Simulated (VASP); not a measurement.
Input of a VASP 6.6.1 run:

INCAR

```
ALGO = Normal
EDIFF = 1E-7
EDIFFG = -0.01
ENCUT = 520
GGA = PE
IBRION = 2
ISIF = 2
ISMEAR = 0
LASPH = True
LCHARG = False
LREAL = False
LWAVE = False
NELM = 60
NSW = 50
PREC = Accurate
SIGMA = 0.05
```

File KPOINTS:

```
k-points
0
Gamma
  9 9 6
```

Contents of POSCAR:

```
AlN
1.0
    3.1298889828      0.0000000000      0.0000000000
   -1.5649444914      2.7105633702      0.0000000000
    0.0000000000      0.0000000000      5.2176000000
Al N
2 2
Direct
    0.3333333333      0.6666666667      0.0017290859
    0.6666666667      0.3333333333      0.5017290859
    0.3333333333      0.6666666667      0.3832709141
    0.6666666667      0.3333333333      0.8832709141
```

Potentials or basis: VASP PAW PBE potentials, release 64 (Al, N).

Command:

```console
$ cat potpaw_PBE.64/Al/POTCAR potpaw_PBE.64/N/POTCAR > POTCAR
$ mpirun -np 1 vasp_std > vasp.out
```

Problem. Predict the energy gained by relaxing.

Solution. 2.1 meV/atom.

Problem. What does it give for the band gap on the k mesh?

Solution. 3.74 eV, direct.

Final structure:
```cif
data_structure
_symmetry_space_group_name_H-M 'P 1'
_symmetry_Int_Tables_number 1
_cell_length_a 3.1299
_cell_length_b 3.1299
_cell_length_c 5.2176
_cell_angle_alpha 90.000
_cell_angle_beta 90.000
_cell_angle_gamma 120.000
_cell_volume 44.26
loop_
_atom_site_label
_atom_site_type_symbol
_atom_site_fract_x
_atom_site_fract_y
_atom_site_fract_z
_atom_site_occupancy
Al1 Al 0.33333 0.66667 0.00456 1
Al2 Al 0.66667 0.33333 0.50456 1
N1 N 0.33333 0.66667 0.38044 1
N2 N 0.66667 0.33333 0.88044 1
```
